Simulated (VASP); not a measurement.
# Sn6O11 (a cell with a defect) (Cassiterite) in VASP: single point with PBE

Aim: the single point of Sn6O11 (a cell with a defect) (Cassiterite) with PBE.

All numbers are computed with VASP 6.6.1; they aren't measurements. Logs are shortened: lines on timing, memory, paths and dates and some standing lists are left out, and cuts for length are marked.

## (1) The cell of the first run

The cell holds a defect, 17 atoms: a = 5.813 Å, b = 5.813 Å, c = 7.556 Å, α = 73.03°, β = 73.03°, γ = 71.92°.

## (2) Single point, PBE, collinear spin

Input file INCAR:

```
SYSTEM = Sn6O11
PREC     = Accurate       ! precision mode
ENCUT    = 520            ! plane-wave cutoff, eV
EDIFF    = 1E-6           ! SCF threshold, eV
ISMEAR   = 0              ! smearing method
SIGMA    = 0.01           ! smearing width, eV
LREAL    = Auto         
LASPH    = .True.         ! aspherical terms in the spheres
NELM     = 150            ! most SCF steps
ALGO     = Normal         ! electronic algorithm
ISIF     = 2              ! what is computed and relaxed
LWAVE    = .False.        ! write WAVECAR
LCHARG   = .True.         ! write CHGCAR
ISPIN    = 2              ! spin polarisation
MAGMOM   = 0 0.333 0 0.333 0 0.333 0 0 0 0 0 0 0 0 0 0 0 ! initial moments
LORBIT   = 11             ! projections on sites
GGA      = PE             ! functional
LELF     = .True.         ! ELF
LVHAR    = .True.       
NBANDS   = 93             ! bands
NELECT   = 149.0
```

Input file KPOINTS:

```
Automatic mesh
0
Gamma
  3 3 2
  0 0 0.5
```

Input file POSCAR:

```
Sn6O11
1.0
    0.0000000000     -4.8274195352      3.2380692396
   -4.8274195352      0.0000000000      3.2380692396
   -4.8274195352     -4.8274195352     -3.2380692396
Sn O
6 11
Direct
    0.0008415967     -0.0002952705     -0.0016354603
    0.3401991657      0.3390517096      0.6811172934
    0.6641776352      0.6630365826      0.3315085225
    0.3382770043      0.3371381267      0.1600491092
    0.6704519407      0.6693092931      0.8358734757
    0.9834402499      0.9822981325      0.4955331995
    0.5672021707      0.5660551798      0.1278404559
    0.9004499329      0.8992968230      0.7928040406
    0.0307728193      0.6398446952      0.1759607909
    0.3599966306      0.9750165966      0.8275962437
    0.6873626549      0.2983841212      0.4953542828
    0.1074180705      0.1062897379      0.2085345952
    0.4410006173      0.4398660061      0.8735688705
    0.7580251707      0.7569035520      0.5412517769
    0.6409779918      0.0296291235      0.1759566106
    0.9761540697      0.3588517290      0.8275831900
    0.2995200434      0.6862134190      0.4953483016
```

Potentials or basis: VASP PAW PBE potentials, release 64 (Sn_d, O).

Launch:

```sh
$ cat potpaw_PBE.64/Sn_d/POTCAR potpaw_PBE.64/O/POTCAR > POTCAR
$ mpirun -np 1 vasp_std > vasp.out
```

OUTCAR:

```text
SYSTEM = Sn6O11
   PREC = Accurate
   ENCUT = 520
   EDIFF = 1E-6
   ISMEAR = 0
   LREAL = Auto
   LASPH = .True.
   NELM = 150
   ISIF = 2
   ISPIN = 2
   LORBIT = 11
   GGA = PE
   NELECT = 149.0

 ion  position               nearest neighbor table
   1  0.001  1.000  0.998-   8 2.09  16 2.10  10 2.10   9 2.12  15 2.12  12 2.16   2 3.23   3 3.26
                             6 3.70   5 3.73
   2  0.340  0.339  0.681-  13 2.00  10 2.07  16 2.07  11 2.08  17 2.08   1 3.23   3 3.23   4 3.61
                             5 3.69   6 3.75   6 3.75
   3  0.664  0.663  0.332-   7 2.05  14 2.07  15 2.10   9 2.10  11 2.11  17 2.11   2 3.23   1 3.26
                             6 3.64   5 3.72   4 3.73
   4  0.338  0.337  0.160-  13 2.03  12 2.07   7 2.08  15 2.09   9 2.09   5 3.20   6 3.39   2 3.61
                             3 3.73
   5  0.670  0.669  0.836-   7 2.07   8 2.07  13 2.07  14 2.08  16 2.10  10 2.10   6 3.13   4 3.20
                             2 3.69   3 3.72   1 3.73
   6  0.983  0.982  0.496-  14 2.02  12 2.06  17 2.09  11 2.09   8 2.10   5 3.13   4 3.39   3 3.64
                             1 3.70   2 3.75   2 3.75
   7  0.567  0.566  0.128-   3 2.05   5 2.07   4 2.08
   8  0.900  0.899  0.793-   5 2.07   1 2.09   6 2.10
   9  0.031  0.640  0.176-   4 2.09   3 2.10   1 2.12
  10  0.360  0.975  0.828-   2 2.07   1 2.10   5 2.10
  11  0.687  0.298  0.495-   2 2.08   6 2.09   3 2.11
  12  0.107  0.106  0.209-   6 2.06   4 2.07   1 2.16
  13  0.441  0.440  0.874-   2 2.00   4 2.03   5 2.07
  14  0.758  0.757  0.541-   6 2.02   3 2.07   5 2.08
  15  0.641  0.030  0.176-   4 2.09   3 2.10   1 2.12
  16  0.976  0.359  0.828-   2 2.07   1 2.10   5 2.10
  17  0.300  0.686  0.495-   2 2.08   6 2.09   3 2.11

  LATTYP: Found a base centered monoclinic cell.
 ALAT       =     9.4100121328
 B/A-ratio  =     0.7255040782
 C/A-ratio  =     0.8029739258
 COS(beta)  =    -0.3605774009

  Lattice vectors:

 A1 = (   0.0000000000,   4.8274195352,  -3.2380692396)
 A2 = (   4.8274195352,   0.0000000000,  -3.2380692396)
 A3 = (  -4.8274195352,  -4.8274195352,  -3.2380692396)

Analysis of symmetry for initial positions (statically):
=====================================================================
 Subroutine PRICEL returns:
 Original cell was already a primitive cell.

 Routine SETGRP: Setting up the symmetry group for a
 base centered monoclinic supercell.

 Subroutine GETGRP returns: Found  1 space group operations
 (whereof  1 operations were pure point group operations)
 out of a pool of  4 trial point group operations.

The static configuration has the point symmetry C_1 .

Analysis of symmetry for dynamics (positions and initial velocities):
=====================================================================
 Subroutine PRICEL returns:
 Original cell was already a primitive cell.

 Routine SETGRP: Setting up the symmetry group for a
 base centered monoclinic supercell.

 Subroutine GETGRP returns: Found  1 space group operations
 (whereof  1 operations were pure point group operations)
 out of a pool of  4 trial point group operations.

The dynamic configuration has the point symmetry C_1 .

Analysis of structural, dynamic, and magnetic symmetry:
=====================================================================
 Subroutine PRICEL returns:
 Original cell was already a primitive cell.

 Routine SETGRP: Setting up the symmetry group for a
 base centered monoclinic supercell.

 Subroutine GETGRP returns: Found  1 space group operations
 (whereof  1 operations were pure point group operations)
 out of a pool of  4 trial point group operations.

The overall configuration has the point symmetry C_1 .

 Subroutine INISYM returns: Found  1 space group operations
 (whereof  1 operations are pure point group operations),
 and found     1 'primitive' translations

----------------------------------------------------------------------------------------

                                     Primitive cell

  volume of cell :     226.3797

  direct lattice vectors                    reciprocal lattice vectors
     0.000000000 -4.827419535  3.238069240     0.069050003 -0.138100006  0.102942003
[... 86 lines left out ...]
   dimension x,y,z NGXF=    96 NGYF=   96 NGZF=  112
   ions per type =               6  11
   NGX,Y,Z   is equivalent  to a cutoff of  13.73, 13.73, 12.32 a.u.
   NGXF,Y,Z  is equivalent  to a cutoff of  27.46, 27.46, 24.64 a.u.
 SYSTEM =  Sn6O11
   PREC   = accura    normal or accurate (medium, high low for compatibility)
   ISTART =      0    job   : 0-new  1-cont  2-samecut
   ICHARG =      2    charge: 1-file 2-atom 10-const
   ISPIN  =      2    spin polarized calculation?
   LNONCOLLINEAR =      F non collinear calculations
   LSORBIT =      F    spin-orbit coupling
   LASPH  =      T    aspherical Exc in radial PAW
   ENCUT  =  520.0 eV  38.22 Ry    6.18 a.u.  10.81 10.81 14.05*2*pi/ulx,y,z
   NELM   =    150;   NELMIN=  2; NELMDL= -5     # of ELM steps
   EDIFF  = 0.1E-05   stopping-criterion for ELM
   LREAL  =      T    real-space projection
   EDIFFG = 0.1E-04   stopping-criterion for IOM
   NSW    =      0    number of steps for IOM
   IBRION =     -1    ionic relax: 0-MD 1-quasi-New 2-CG
   NFREE  =      0    steps in history (QN), initial steepest desc. (CG)
   ISIF   =      2    stress and relaxation
   ISYM   =      2    0-nonsym 1-usesym 2-fastsym
   POTIM  = 0.5000    time-step for ionic-motion
   TEBEG  =    0.0;   TEEND  =   0.0 temperature during run
   PSTRESS=    0.0 pullay stress
   NELECT =     149.0000    total number of electrons
   NUPDOWN=      -1.0000    fix difference up-down
   EMIN   =  10.00;   EMAX   =-10.00  energy-range for DOS
   EFERMI =   0.00;   METHOD = LEGACY
   ISMEAR =     0;   SIGMA  =   0.01  broadening in eV -4-tet -1-fermi 0-gaus
   EFERMI_NEDOS =   21; number of points for ismear=-14 and -15
   IALGO  =     38    algorithm
   IMIX   =      4    mixing-type and parameters
     AMIX     =   0.40;   BMIX     =  1.00
     AMIX_MAG =   1.60;   BMIX_MAG =  1.00
  volume/ion in A,a.u.               =      13.32        89.86
  Fermi-wavevector in a.u.,A,eV,Ry     =   1.424047  2.691059 27.591402  2.027911
  Thomas-Fermi vector in A             =   2.544580
   LORBIT       =     11    0 simple, 1 ext, 2 COOP (PROOUT), +10 PAW based schemes
   GGA     = PE    functional components
   LHFCALC =     F    Hartree Fock is set to
   AEXX    =    0.0000 exact exchange contribution
   IVDW    =     0    specifies the selected vdW correction
   LEPSILON=     F    determine dielectric tensor
   LRPA    =     F    only Hartree local field effects (RPA)
 spin polarized calculation
 Gauss-broadening in eV      SIGMA  =   0.01
  energy-cutoff  :      520.00
  volume of cell :      226.38
 maximum number of plane-waves:      6113
 NGX is ok and might be reduce to    48
   NGX = 21   NGY = 21   NGZ = 29

 number of electron     149.0000001 magnetization       0.1107747

 Free energy of the ion-electron system (eV)
  ---------------------------------------------------
  ext. energy  EPLUGINS =         0.00000000
  ---------------------------------------------------
  free energy    TOTEN  =      -109.94671159 eV

  energy without entropy =     -109.94608472  energy(sigma->0) =     -109.94639816

 E-fermi :   6.9080     XC(G=0): -10.6929

 val. band max:        6.9080064674   @ k =  -0.3333   0.0000   0.2500
 cond. band min:       6.9080290084   @ k =  -0.0000   0.3333  -0.2500
 fundamental gap:      0.0000225410
 Fermi energy:         6.9080177379

 spin component 1

 k-point     1 :      -0.0000   -0.0000    0.2500
  band No.  band energies     occupation
      1     -15.6478      1.00000
      2     -15.5403      1.00000
      3     -15.4255      1.00000
      4     -15.3794      1.00000
      5     -15.2247      1.00000
      6     -15.0791      1.00000
[... 790 lines left out ...]
     85      13.6629      0.00000
     86      13.9232      0.00000
 Fermi energy:         6.9080177379

 spin component 2

 k-point     1 :      -0.0000   -0.0000    0.2500
  band No.  band energies     occupation
      1     -15.6449      1.00000
      2     -15.5378      1.00000
      3     -15.4219      1.00000
      4     -15.3774      1.00000
      5     -15.2216      1.00000
      6     -15.0776      1.00000
[... 790 lines left out ...]
     85      13.6757      0.00000
     86      13.9352      0.00000
 [bands above 86 left out]

------------------------ aborting loop because EDIFF is reached ----------------------------------------

  FORCE on cell =-STRESS in cart. coord.  units (eV):
  Direction    XX          YY          ZZ          XY          YZ          ZX
  --------------------------------------------------------------------------------------
  -------------------------------------------------------------------------------------
  Total       -7.9649042     -7.9710803     -4.4403682      2.5258969     -0.3767808     -0.3876302
  in kB      -56.3707307    -56.4144415    -31.4262164     17.8767567     -2.6666242     -2.7434102
  external PRESSURE =     -48.0704629 kB  Pullay stress =       0.0000000 kB

 VOLUME and BASIS-vectors are now :
 -----------------------------------------------------------------------------
  energy-cutoff  :      520.00
  volume of cell :      226.38
      direct lattice vectors                 reciprocal lattice vectors
     0.000000000 -4.827419535  3.238069240     0.069050003 -0.138100006  0.102942003
    -4.827419535  0.000000000  3.238069240    -0.138100006  0.069050003  0.102942003
    -4.827419535 -4.827419535 -3.238069240    -0.069050003 -0.069050003 -0.102942003

 POSITION                                       TOTAL-FORCE (eV/Angst)
 -----------------------------------------------------------------------------------
     -9.64552     -4.82359      0.00706        -0.011394     -0.008073     -0.010258
     -4.92478     -4.93032     -0.00604         0.017671      0.018731      0.007804
     -4.80109     -4.80659      3.22416        -0.010751     -0.008497      0.006436
     -2.40013     -2.40563      1.66879        -0.023064     -0.017254     -0.037794
     -7.26615     -7.27166      1.63162         0.018140      0.015091     -0.011047
     -7.13411     -7.13963      4.76063        -0.004796     -0.011007      0.034672
[... 9 lines left out ...]
     -5.72742     -8.70740      1.64307        -0.012391      0.017272     -0.003393
     -5.70389     -3.83716      1.58790        -0.005210      0.009883      0.006316
 -----------------------------------------------------------------------------------
    total drift:                               -0.014444     -0.003382      0.010979

  FREE ENERGIE OF THE ION-ELECTRON SYSTEM (eV)
  ---------------------------------------------------
  free  energy   TOTEN  =      -109.9467115943 eV

  energy  without entropy=     -109.9460847178  energy(sigma->0) =     -109.94639816

 total charge

# of ion       s       p       d       tot
------------------------------------------
    1        0.899   0.966  10.285  12.151
    2        0.936   1.023  10.283  12.242
    3        0.880   1.011  10.324  12.215
    4        0.944   0.991  10.269  12.204
    5        0.885   1.024  10.333  12.242
    6        0.947   0.992  10.264  12.203
[... 9 lines left out ...]
   16        1.567   3.453   0.000   5.019
   17        1.570   3.440   0.000   5.011
--------------------------------------------------
tot         22.730  44.056  61.758 128.544

 magnetization (x)

# of ion       s       p       d       tot
------------------------------------------
    1        0.002   0.001   0.001   0.003
    2        0.003   0.002   0.001   0.006
    3        0.000  -0.000  -0.000  -0.000
    4        0.005   0.004   0.001   0.011
    5       -0.000   0.000   0.000  -0.000
    6        0.004   0.004   0.001   0.008
[... 9 lines left out ...]
   16        0.000   0.004   0.000   0.004
   17        0.001   0.004   0.000   0.005
--------------------------------------------------
tot          0.018   0.050   0.005   0.073
```

Run time: 12 min. Hardware: 1 thread of Intel Xeon 6975P-C, shared host; peak memory 0.57 GiB.

What came out:

| Quantity | Value |
| --- | --- |
| Free energy | -109.9467 eV |
| Largest force | 0.048 eV/Å |
| Net moment | 0.11 μB per cell |
| Valence electrons inside the program's atomic spheres | Sn 12.15, 12.24, 12.21, 12.20; O 5.04, 5.02, 5.01, 5.00, 5.08, 5.05 |

Forces in eV/Å, atoms in the order of the input:
```
Sn  -0.011 -0.008 -0.010
Sn   0.018  0.019  0.008
Sn  -0.011 -0.008  0.006
Sn  -0.023 -0.017 -0.038
Sn   0.018  0.015 -0.011
Sn  -0.005 -0.011  0.035
O   -0.015 -0.014 -0.002
O   -0.015 -0.016  0.007
O    0.003 -0.008 -0.001
O    0.019 -0.013 -0.004
O    0.009 -0.006  0.007
O    0.019  0.017  0.007
O    0.002  0.003  0.015
O    0.018  0.018 -0.020
O   -0.009  0.003 -0.002
O   -0.012  0.017 -0.003
O   -0.005  0.010  0.006
```

Caveat: the k points lie up to 0.45 Å⁻¹ apart; the cell carries a net charge on a neutralising background, which shifts energy and pressure; the cell is charged against a uniform background, so pressure and absolute levels hang on convention; spin-orbit coupling is left out, which moves the levels of the heavy elements.
